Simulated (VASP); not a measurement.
# AlCu3 (Fm-3m) in VASP: further runs, part 2 of 2

VASP 6.6.1.

## (4) Single point, LDA

Contents of INCAR:

```
SYSTEM = AlCu3
ALGO = Normal
EDIFF = 1E-7
ENCUT = 520
GGA = CA
ISIF = 2
ISMEAR = -1
LASPH = .TRUE.
LCHARG = .TRUE.
LELF = .TRUE.
LREAL = .FALSE.
LVHAR = .TRUE.
LWAVE = .FALSE.
NBANDS = 26
NELM = 80
PREC = Accurate
SIGMA = 0.15
```

Contents of KPOINTS:

```
k-points
0
G
  12 12 12
  0 0 0
```

Contents of POSCAR:

```
AlCu3
1.0
    0.0000000000      2.8500014744      2.8500014744
    2.8500014744      0.0000000000      2.8500014744
    2.8500014744      2.8500014744      0.0000000000
Al Cu
1 3
Direct
    0.0000000000      0.0000000000      0.0000000000
    0.5000000000      0.5000000000      0.5000000000
    0.2500000000      0.2500000000      0.2500000000
    0.7500000000      0.7500000000      0.7500000000
```

Potentials or basis: VASP PAW LDA potentials, release 64 (Al, Cu).

Launch:

```bash
$ cat potpaw_LDA.64/Al/POTCAR potpaw_LDA.64/Cu/POTCAR > POTCAR
$ mpirun -np 1 vasp_std > vasp.out
```

OUTCAR:

```text
SYSTEM = AlCu3
   EDIFF = 1E-7
   ENCUT = 520
   GGA = CA
   ISIF = 2
   ISMEAR = -1
   LASPH = .TRUE.
   LREAL = .FALSE.
   NELM = 80
   PREC = Accurate

 ion  position               nearest neighbor table
   1  0.000  0.000  0.000-   3 2.47   4 2.47   4 2.47   4 2.47   4 2.47   3 2.47   3 2.47   3 2.47
                             2 2.85   2 2.85   2 2.85   2 2.85   2 2.85   2 2.85
   2  0.500  0.500  0.500-   3 2.47   4 2.47   3 2.47   3 2.47   3 2.47   4 2.47   4 2.47   4 2.47
                             1 2.85   1 2.85   1 2.85   1 2.85   1 2.85   1 2.85
   3  0.250  0.250  0.250-   1 2.47   2 2.47   1 2.47   1 2.47   1 2.47   2 2.47   2 2.47   2 2.47

   4  0.750  0.750  0.750-   1 2.47   2 2.47   2 2.47   2 2.47   2 2.47   1 2.47   1 2.47   1 2.47

  LATTYP: Found a face centered cubic cell.
 ALAT       =     5.7000029488

  Lattice vectors:

 A1 = (   0.0000000000,   2.8500014744,   2.8500014744)
 A2 = (   2.8500014744,   0.0000000000,   2.8500014744)
 A3 = (   2.8500014744,   2.8500014744,   0.0000000000)

Analysis of symmetry for initial positions (statically):
=====================================================================
 Subroutine PRICEL returns:
 Original cell was already a primitive cell.

 Routine SETGRP: Setting up the symmetry group for a
 face centered cubic supercell.

 Subroutine GETGRP returns: Found 48 space group operations
 (whereof 48 operations were pure point group operations)
 out of a pool of 48 trial point group operations.

The static configuration has the point symmetry O_h .

Analysis of symmetry for dynamics (positions and initial velocities):
=====================================================================
 Subroutine PRICEL returns:
 Original cell was already a primitive cell.

 Routine SETGRP: Setting up the symmetry group for a
 face centered cubic supercell.

[... 118 lines left out ...]
   PSTRESS=    0.0 pullay stress
   NELECT =      36.0000    total number of electrons
   NUPDOWN=      -1.0000    fix difference up-down
   EMIN   =  10.00;   EMAX   =-10.00  energy-range for DOS
   EFERMI =   0.00;   METHOD = LEGACY
   ISMEAR =    -1;   SIGMA  =   0.15  broadening in eV -4-tet -1-fermi 0-gaus
   EFERMI_NEDOS =   21; number of points for ismear=-14 and -15
   IALGO  =     38    algorithm
   IMIX   =      4    mixing-type and parameters
     AMIX     =   0.40;   BMIX     =  1.00
     AMIX_MAG =   1.60;   BMIX_MAG =  1.00
  volume/ion in A,a.u.               =      11.57        78.11
  Fermi-wavevector in a.u.,A,eV,Ry     =   1.505407  2.844807 30.834204  2.266250
  Thomas-Fermi vector in A             =   2.616260
   LORBIT       =      0    0 simple, 1 ext, 2 COOP (PROOUT), +10 PAW based schemes
   GGA     = CA    functional components
   LHFCALC =     F    Hartree Fock is set to
   AEXX    =    0.0000 exact exchange contribution
   IVDW    =     0    specifies the selected vdW correction
   LEPSILON=     F    determine dielectric tensor
   LRPA    =     F    only Hartree local field effects (RPA)
 non-spin polarized calculation
  energy-cutoff  :      520.00
  volume of cell :       46.30
 maximum number of plane-waves:      1283
 NGX is ok and might be reduce to    30
   NGX = 15   NGY = 15   NGZ = 15

 number of electron      36.0000030 magnetization

 Free energy of the ion-electron system (eV)
  ---------------------------------------------------
  ext. energy  EPLUGINS =         0.00000000
  ---------------------------------------------------
  free energy    TOTEN  =       -19.08824811 eV

  energy without entropy =      -19.01409482  energy(sigma->0) =      -19.05117146

 E-fermi :   9.0165     XC(G=0): -12.8514

 val. band max:        8.9635053312   @ k =  -0.1667   0.1667   0.0000
 cond. band min:       9.0437997225   @ k =  -0.2500   0.3333   0.0833
 fundamental gap:      0.0802943912
 Fermi energy:         9.0165226207

 k-point     1 :       0.0000    0.0000    0.0000
  band No.  band energies     occupation
      1      -1.9245      2.00000
      2       3.9925      2.00000
      3       3.9925      2.00000
      4       4.0993      2.00000
      5       4.0993      2.00000
      6       4.0993      2.00000
[... 685 lines left out ...]
     25      18.3471      0.00000
     26      19.6369      0.00000

 [... further k-points ...]
[... 5 lines left out ...]
  --------------------------------------------------------------------------------------
  -------------------------------------------------------------------------------------
  Total        0.1911636      0.1911636      0.1911636     -0.0000000      0.0000000     -0.0000000
  in kB        6.6153135      6.6153135      6.6153135     -0.0000000      0.0000000     -0.0000000
  external PRESSURE =       6.6153135 kB  Pullay stress =       0.0000000 kB

 VOLUME and BASIS-vectors are now :
 -----------------------------------------------------------------------------
  energy-cutoff  :      520.00
  volume of cell :       46.30
      direct lattice vectors                 reciprocal lattice vectors
     0.000000000  2.850001474  2.850001474    -0.175438506  0.175438506  0.175438506
     2.850001474  0.000000000  2.850001474     0.175438506 -0.175438506  0.175438506
     2.850001474  2.850001474  0.000000000     0.175438506  0.175438506 -0.175438506

 POSITION                                       TOTAL-FORCE (eV/Angst)
 -----------------------------------------------------------------------------------
      0.00000      0.00000      0.00000        -0.000000      0.000000     -0.000000
      2.85000      2.85000      2.85000        -0.000000      0.000000     -0.000000
      1.42500      1.42500      1.42500         0.000000      0.000000     -0.000000
      4.27500      4.27500      4.27500        -0.000000     -0.000000      0.000000
 -----------------------------------------------------------------------------------
    total drift:                                0.000000     -0.000000      0.000000

  FREE ENERGIE OF THE ION-ELECTRON SYSTEM (eV)
  ---------------------------------------------------
  free  energy   TOTEN  =       -19.0882481087 eV

  energy  without entropy=      -19.0140948152  energy(sigma->0) =      -19.05117146
```

Wall time 68 s (1 thread of Intel Xeon Platinum 8488C (Sapphire Rapids), shared host); peak memory 0.19 GiB.

Results:

* Free energy: -19.0882 eV
* Pressure: 0.7 GPa
* Band gap on the k mesh: zero (band 18 reaches 12.80 eV, above the bottom of band 19 at 6.77 eV)

## (5) Single point, LDA

Contents of INCAR:

```
PREC = Accurate
ENCUT = 520
EDIFF = 1E-6
ISMEAR = -1
SIGMA = 0.15
LREAL = F
LASPH = T
NELM = 80
ALGO = Normal
ISIF = 2
LWAVE = F
LCHARG = F
GGA = CA
NBANDS = 26
```

Contents of KPOINTS:

```
Automatic mesh
0
Gamma
  12 12 12
```

POSCAR is that of step 4.

Launch:

```bash
$ cat potpaw_LDA.64/Al/POTCAR potpaw_LDA.64/Cu/POTCAR > POTCAR
$ mpirun -np 1 vasp_std > vasp.out
```

It took 63 s on 1 thread of Intel Xeon Platinum 8488C (Sapphire Rapids), shared host; peak memory 0.19 GiB.

It converged, with:

```yaml
Free_energy: -19.0882 eV
Pressure: 0.7 GPa
Band_gap_on_the_k_mesh: zero (band 18 reaches 12.80 eV, above the bottom of band 19 at 6.77 eV)
```

Levels at points of the mesh, in eV from the Fermi level:
| k point | band 16 | band 17 | band 18 | band 19 | band 20 | band 21 |
| --- | --- | --- | --- | --- | --- | --- |
| (0.00, 0.00, 0.00) | -2.67 | 3.79 | 3.79 | 3.79 | 4.26 | 4.26 |
| (0.50, 0.00, 0.00) | -2.62 | -2.31 | 2.68 | 2.68 | 2.99 | 2.99 |
| (0.50, 0.50, 0.00) | -2.47 | -2.28 | -2.28 | -2.25 | 2.03 | 2.45 |
